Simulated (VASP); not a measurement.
# Ba (P6_3/mmc) in VASP: a series of runs

Runs on Ba. Level: PBEsol. Tasks: single point.

Program: VASP 6.6.1. These are calculated values, not measurements. Logs are shortened: lines on timing, memory, paths and dates and some standing lists are left out, and cuts for length are marked.

### Step 1. The cell of the first run

The structure is hexagonal, space group P6_3/mmc (No. 194). The conventional cell has a = 4.222 Å, b = 4.222 Å, c = 14.969 Å, α = 90.00°, β = 90.00°, γ = 120.00°. Within 5.0 Å of Ba (site symmetry 3m) lie 10 Ba at 3.85 to 4.38 Å.

This isn't the form of Ba at room conditions, which is bcc.

### Step 2. Single point, PBEsol

The input, INCAR:

```
SYSTEM = Ba
PREC = Accurate
ENCUT = 520
EDIFF = 1E-7
ISMEAR = 0
SIGMA = 0.1
LREAL = .False.
LASPH = .True.
NELM = 80
ALGO = Fast
ISIF = 2
LWAVE = .False.
LCHARG = .False.
GGA = PS
NBANDS = 28
```

The input, KPOINTS:

```
regular mesh
0
Gamma
  9 9 6
  0 0 0
```

The input, POSCAR:

```
Ba
1.0
    4.2216991383      0.0000000000      0.0000000000
   -2.1108495691      3.6560987009      0.0000000000
    0.0000000000      0.0000000000     14.9687767619
Ba
4
Direct
    0.3333333333      0.6666666667      0.3784553425
    0.6666666667      0.3333333333      0.8784553425
    0.6666666667      0.3333333333      0.6215446575
    0.3333333333      0.6666666667      0.1215446575
```

Potentials or basis: VASP PAW PBE potentials, release 64 (Ba_sv).

Run with:

```
$ cat potpaw_PBE.64/Ba_sv/POTCAR > POTCAR
$ mpirun -np 1 vasp_std > vasp.out
```

OUTCAR:

```text
SYSTEM = Ba
   PREC = Accurate
   ENCUT = 520
   EDIFF = 1E-7
   ISMEAR = 0
   LREAL = .False.
   LASPH = .True.
   NELM = 80
   ISIF = 2
   GGA = PS

 ion  position               nearest neighbor table
   1  0.333  0.667  0.378-   4 3.85   3 4.38   3 4.38   3 4.38
   2  0.667  0.333  0.878-   3 3.85   4 4.38   4 4.38   4 4.38
   3  0.667  0.333  0.622-   2 3.85   1 4.38   1 4.38   1 4.38
   4  0.333  0.667  0.122-   1 3.85   2 4.38   2 4.38   2 4.38

  LATTYP: Found a hexagonal cell.
 ALAT       =     4.2216991383
 C/A-ratio  =     3.5456758692

  Lattice vectors:

 A1 = (   4.2216991383,   0.0000000000,   0.0000000000)
 A2 = (  -2.1108495691,   3.6560987009,   0.0000000000)
 A3 = (   0.0000000000,   0.0000000000,  14.9687767619)

Analysis of symmetry for initial positions (statically):
=====================================================================
 Subroutine PRICEL returns:
 Original cell was already a primitive cell.

 Routine SETGRP: Setting up the symmetry group for a
 hexagonal supercell.

 Subroutine GETGRP returns: Found 24 space group operations
 (whereof 12 operations were pure point group operations)
 out of a pool of 24 trial point group operations.

The static configuration has the point symmetry D_3d.
 The point group associated with its full space group is D_6h.

Analysis of symmetry for dynamics (positions and initial velocities):
=====================================================================
 Subroutine PRICEL returns:
 Original cell was already a primitive cell.

 Routine SETGRP: Setting up the symmetry group for a
 hexagonal supercell.

 Subroutine GETGRP returns: Found 24 space group operations
 (whereof 12 operations were pure point group operations)
 out of a pool of 24 trial point group operations.

The dynamic configuration has the point symmetry D_3d.
 The point group associated with its full space group is D_6h.

 Subroutine INISYM returns: Found 24 space group operations
 (whereof 12 operations are pure point group operations),
 and found     1 'primitive' translations

----------------------------------------------------------------------------------------

                                     Primitive cell

  volume of cell :     231.0423

  direct lattice vectors                    reciprocal lattice vectors
     4.221699138  0.000000000  0.000000000     0.236871451  0.136757796  0.000000000
    -2.110849569  3.656098701  0.000000000     0.000000000  0.273515592  0.000000000
     0.000000000  0.000000000 14.968776762     0.000000000  0.000000000  0.066805726

  length of vectors
     4.221699138  4.221699138 14.968776762     0.273515592  0.273515592  0.066805726

  position of ions in fractional coordinates (direct lattice)
     0.333333333  0.666666667  0.378455342
     0.666666667  0.333333333  0.878455342
     0.666666667  0.333333333  0.621544658
     0.333333333  0.666666667  0.121544658

  ion indices of the primitive-cell ions
   primitive index   ion index
                 1           1
                 2           2
                 3           3
                 4           4

----------------------------------------------------------------------------------------

 KPOINTS: regular mesh

Automatic generation of k-mesh.
 Grid dimensions read from file:
 generate k-points for:    9    9    6

 Generating k-lattice:

  Cartesian coordinates                     Fractional coordinates (reciprocal lattice)
     0.026319050  0.015195311  0.000000000     0.111111111 -0.000000000  0.000000000
     0.000000000  0.030390621  0.000000000     0.000000000  0.111111111  0.000000000
     0.000000000  0.000000000  0.011134288     0.000000000  0.000000000  0.166666667

  Length of vectors
     0.030390621  0.030390621  0.011134288

  Shift w.r.t. Gamma in fractional coordinates (k-lattice)
     0.000000000  0.000000000  0.000000000

 Subroutine IBZKPT returns following result:
 ===========================================

 Found     48 irreducible k-points:

 Following reciprocal coordinates:
            Coordinates               Weight
  0.000000  0.000000  0.000000      1.000000
  0.111111 -0.000000  0.000000      6.000000
  0.222222 -0.000000  0.000000      6.000000
  0.333333 -0.000000  0.000000      6.000000
  0.444444 -0.000000  0.000000      6.000000
  0.111111  0.111111  0.000000      6.000000
[... 16 lines left out ...]
  0.333333  0.222222  0.166667     24.000000
  0.333333  0.333333  0.166667      4.000000
 [... further k-points ...]
   k-points           NKPTS =     48   k-points in BZ     NKDIM =     48   number of bands    NBANDS=     28
   number of dos      NEDOS =    301   number of ions     NIONS =      4
   total plane-waves  NPLWV = 114688
   dimension x,y,z NGX =    32 NGY =   32 NGZ =  112
   dimension x,y,z NGXF=    64 NGYF=   64 NGZF=  224
   ions per type =               4
   NGX,Y,Z   is equivalent  to a cutoff of  12.60, 12.60, 12.44 a.u.
   NGXF,Y,Z  is equivalent  to a cutoff of  25.20, 25.20, 24.88 a.u.
 SYSTEM =  Ba
   PREC   = accura    normal or accurate (medium, high low for compatibility)
   ISTART =      0    job   : 0-new  1-cont  2-samecut
   ICHARG =      2    charge: 1-file 2-atom 10-const
   ISPIN  =      1    spin polarized calculation?
   LNONCOLLINEAR =      F non collinear calculations
   LSORBIT =      F    spin-orbit coupling
   LASPH  =      T    aspherical Exc in radial PAW
   ENCUT  =  520.0 eV  38.22 Ry    6.18 a.u.   7.85  7.85 27.83*2*pi/ulx,y,z
   NELM   =     80;   NELMIN=  2; NELMDL= -5     # of ELM steps
   EDIFF  = 0.1E-06   stopping-criterion for ELM
   LREAL  =      F    real-space projection
   EDIFFG = 0.1E-05   stopping-criterion for IOM
   NSW    =      0    number of steps for IOM
   IBRION =     -1    ionic relax: 0-MD 1-quasi-New 2-CG
   NFREE  =      0    steps in history (QN), initial steepest desc. (CG)
   ISIF   =      2    stress and relaxation
   ISYM   =      2    0-nonsym 1-usesym 2-fastsym
   POTIM  = 0.5000    time-step for ionic-motion
   TEBEG  =    0.0;   TEEND  =   0.0 temperature during run
   PSTRESS=    0.0 pullay stress
   NELECT =      40.0000    total number of electrons
   NUPDOWN=      -1.0000    fix difference up-down
   EMIN   =  10.00;   EMAX   =-10.00  energy-range for DOS
   EFERMI =   0.00;   METHOD = LEGACY
   ISMEAR =     0;   SIGMA  =   0.10  broadening in eV -4-tet -1-fermi 0-gaus
   EFERMI_NEDOS =   21; number of points for ismear=-14 and -15
   IALGO  =     68    algorithm
   IMIX   =      4    mixing-type and parameters
     AMIX     =   0.40;   BMIX     =  1.00
     AMIX_MAG =   1.60;   BMIX_MAG =  1.00
  volume/ion in A,a.u.               =      57.76       389.79
  Fermi-wavevector in a.u.,A,eV,Ry     =   0.912426  1.724235 11.327139  0.832521
  Thomas-Fermi vector in A             =   2.036820
   LORBIT       =      0    0 simple, 1 ext, 2 COOP (PROOUT), +10 PAW based schemes
   GGA     = PS    functional components
   LHFCALC =     F    Hartree Fock is set to
   AEXX    =    0.0000 exact exchange contribution
   IVDW    =     0    specifies the selected vdW correction
   LEPSILON=     F    determine dielectric tensor
   LRPA    =     F    only Hartree local field effects (RPA)
 non-spin polarized calculation
 RMM-DIIS sequential band-by-band and
 Gauss-broadening in eV      SIGMA  =   0.10
  energy-cutoff  :      520.00
  volume of cell :      231.04
 maximum number of plane-waves:      6264
 NGX is ok and might be reduce to    32
   NGX = 15   NGY = 15   NGZ = 55

 number of electron      40.0000001 magnetization

 Free energy of the ion-electron system (eV)
  ---------------------------------------------------
  ext. energy  EPLUGINS =         0.00000000
  ---------------------------------------------------
  free energy    TOTEN  =        -8.18983437 eV

  energy without entropy =       -8.15570482  energy(sigma->0) =       -8.17276960

 E-fermi :   1.8011     XC(G=0):  -7.7871

 val. band max:        1.7989493441   @ k =   0.4444   0.1111   0.3333
 cond. band min:       1.8051695166   @ k =   0.4444  -0.0000   0.1667
 fundamental gap:      0.0062201725
 Fermi energy:         1.8011327404

 k-point     1 :       0.0000    0.0000    0.0000
  band No.  band energies     occupation
      1     -26.9845      2.00000
      2     -26.9588      2.00000
      3     -26.9436      2.00000
      4     -26.9174      2.00000
      5     -12.5388      2.00000
      6     -12.2648      2.00000
[... 20 lines left out ...]
     27       3.7923      0.00000
     28       3.8999      0.00000

 k-point     2 :       0.1111   -0.0000    0.0000
  band No.  band energies     occupation
      1     -26.9774      2.00000
      2     -26.9530      2.00000
      3     -26.9366      2.00000
      4     -26.9118      2.00000
      5     -12.5203      2.00000
      6     -12.2627      2.00000
[... 20 lines left out ...]
     27       3.6146      0.00000
     28       3.8638      0.00000

 k-point     3 :       0.2222   -0.0000    0.0000
  band No.  band energies     occupation
      1     -26.9591      2.00000
      2     -26.9386      2.00000
      3     -26.9186      2.00000
      4     -26.8978      2.00000
      5     -12.4728      2.00000
      6     -12.2704      2.00000
[... 20 lines left out ...]
     27       3.4289      0.00000
     28       3.8558      0.00000

 k-point     4 :       0.3333   -0.0000    0.0000
  band No.  band energies     occupation
      1     -26.9376      2.00000
      2     -26.9228      2.00000
      3     -26.8975      2.00000
      4     -26.8824      2.00000
      5     -12.4295      2.00000
      6     -12.3677      2.00000
[... 578 lines left out ...]
     27       3.3200      0.00000
     28       3.7538      0.00000

 k-point    23 :       0.3333    0.2222    0.1667
  band No.  band energies     occupation
      1     -26.9151      2.00000
      2     -26.9100      2.00000
      3     -26.8752      2.00000
      4     -26.8701      2.00000
      5     -12.4125      2.00000
      6     -12.3938      2.00000
[... 20 lines left out ...]
     27       3.6272      0.00000
     28       3.7625      0.00000

 k-point    24 :       0.3333    0.3333    0.1667
  band No.  band energies     occupation
      1     -26.9092      2.00000
      2     -26.9092      2.00000
      3     -26.8695      2.00000
      4     -26.8695      2.00000
      5     -12.3533      2.00000
      6     -12.3533      2.00000
[... 20 lines left out ...]
     27       3.8802      0.00000
     28       4.0489      0.00000

 [... further k-points ...]

------------------------ aborting loop because EDIFF is reached ----------------------------------------

  FORCE on cell =-STRESS in cart. coord.  units (eV):
  Direction    XX          YY          ZZ          XY          YZ          ZX
  --------------------------------------------------------------------------------------
  -------------------------------------------------------------------------------------
  Total        0.1456718      0.1456718      0.2185884      0.0000000      0.0000000      0.0000000
  in kB        1.0101700      1.0101700      1.5158147      0.0000000      0.0000000      0.0000000
  external PRESSURE =       1.1787182 kB  Pullay stress =       0.0000000 kB

 VOLUME and BASIS-vectors are now :
 -----------------------------------------------------------------------------
  energy-cutoff  :      520.00
  volume of cell :      231.04
      direct lattice vectors                 reciprocal lattice vectors
     4.221699138  0.000000000  0.000000000     0.236871451  0.136757796  0.000000000
    -2.110849569  3.656098701  0.000000000     0.000000000  0.273515592  0.000000000
     0.000000000  0.000000000 14.968776762     0.000000000  0.000000000  0.066805726

 POSITION                                       TOTAL-FORCE (eV/Angst)
 -----------------------------------------------------------------------------------
     -0.00000      2.43740      5.66501         0.000000     -0.000000      0.007575
      2.11085      1.21870     13.14940        -0.000000      0.000000      0.007575
      2.11085      1.21870      9.30376        -0.000000      0.000000     -0.007575
     -0.00000      2.43740      1.81937         0.000000      0.000000     -0.007575
 -----------------------------------------------------------------------------------
    total drift:                               -0.000000      0.000000     -0.000000

  FREE ENERGIE OF THE ION-ELECTRON SYSTEM (eV)
  ---------------------------------------------------
  free  energy   TOTEN  =        -8.1898343696 eV

  energy  without entropy=       -8.1557048210  energy(sigma->0) =       -8.17276960
```

Wall time 4 min (1 thread of Intel Xeon Platinum 8488C (Sapphire Rapids), shared host); peak memory 0.46 GiB.

What came out:

| Item | Value |
| --- | --- |
| Free energy | -8.1898 eV |
| Pressure | 0.1 GPa |
| Largest force | 0.008 eV/Å |
| Band gap on the k mesh | zero (bands 20 and 21 overlap by 0.46 eV) |

Forces on the atoms (eV/Å):
```
Ba   0.000  0.000  0.008
Ba   0.000  0.000  0.008
Ba   0.000  0.000 -0.008
Ba   0.000  0.000 -0.008
```

Levels at points of the mesh, in eV from the Fermi level:
```
           k point  band 16  band 17  band 18  band 19  band 20  band 21  band 22  band 23  band 24  band 25
(0.00, 0.00, 0.00)   -13.60    -2.75    -1.88    -1.83    -0.88     0.52     0.77     1.08     1.57     1.84
(0.00, 0.00, 0.50)   -13.61    -2.49    -2.49    -1.20    -1.20     0.73     0.73     1.22     1.22     1.91
```

Caveat: the PAW data sets were made with another functional, which shifts forces and pressure a little; spin-orbit coupling is left out, which moves the levels of the heavy elements.

(Part 1 of 2 ends here.)
